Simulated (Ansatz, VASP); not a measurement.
# MgO: VASP beside Ansatz

Contents of INCAR:

```
PREC = Accurate
ENCUT = 520
EDIFF = 1E-6
ISMEAR = 0
SIGMA = 0.05
LREAL = False
LASPH = True
NELM = 60
ALGO = Normal
ISIF = 2
LWAVE = False
LCHARG = True
GGA = PE
LELF = True
LVHAR = True
NBANDS = 16
```

File KPOINTS:

```
regular mesh
0
Gamma
  8 8 6
```

File POSCAR:

```
MgO
1.0
    0.0000000000     -2.1269229054     -2.1269229054
    0.0000000000      2.1269229054     -2.1269229054
    4.2538458108      0.0000000000      0.0000000000
Mg O
2 2
Direct
    0.5000000000      0.5000000000      0.5088155522
    0.0000000000      0.0000000000     -0.0088155522
    0.5000000000      0.5000000000     -0.0012168709
    0.0000000000      0.0000000000      0.5012168709
```

Input for Ansatz:

```yaml
crystal:
  lattice:
    - [0.0, -2.1269229054, -2.1269229054]
    - [0.0, 2.1269229054, -2.1269229054]
    - [4.2538458108, 0.0, 0.0]
  atoms:
    - { symbol: Mg, position: [0.5, 0.5, 0.5088155522] }
    - { symbol: Mg, position: [0.0, 0.0, -0.0088155522] }
    - { symbol: O, position: [0.5, 0.5, -0.0012168709] }
    - { symbol: O, position: [0.0, 0.0, 0.5012168709] }
basis:
  ecutwfc: 420
kpoints:
  mp_grid: { grid: [8, 8, 6] }
hamiltonian:
  xc: pbe
scf:
  occupations: { method: gaussian, width: 0.05 }
output:
  forces: true
  stress: true
  eigenvalues: true
```

Change from the starting cell: mode 9 (400.1 1/cm) frozen in, largest displacement +0.037 Å.

Alike in both runs: task single point; functional PBE; k mesh 8 × 8 × 6; occupations gaussian, width 0.05 eV; no spin polarisation.

|  | VASP | Ansatz |
| --- | --- | --- |
| version | VASP 6.6.1 | Ansatz 0.2.0 |
| potentials or method | VASP PAW PBE potentials, release 64 (Mg, O), cutoff 520 eV | scalar-relativistic, plane waves, PAW |
| valence electrons in the cell | 16 | 32 |

Ansatz gave:

| Property | Result |
| --- | --- |
| gap on the k mesh at the Fermi level (eV) | 4.46 |
| least direct gap on the mesh (eV) | 4.46 |
| pressure (GPa) | 0.2 |
| traceless stress, the component that is largest in VASP (GPa) | 0.31 |
| rms of the force components (eV/Å) | 0.221 |

Q: What did VASP give for the same quantities?

A: gap on the k mesh at the Fermi level (eV): 4.45; least direct gap on the mesh (eV): 4.45; pressure (GPa): -0.5; traceless stress, the component that is largest in VASP (GPa): 0.32; rms of the force components (eV/Å): 0.223.

Atom by atom the forces differ by 0.002 eV/Å (rms over components). VASP's potentials hold 16 valence electrons a cell and Ansatz's 32, so a difference there can come from the potentials and not from the codes.
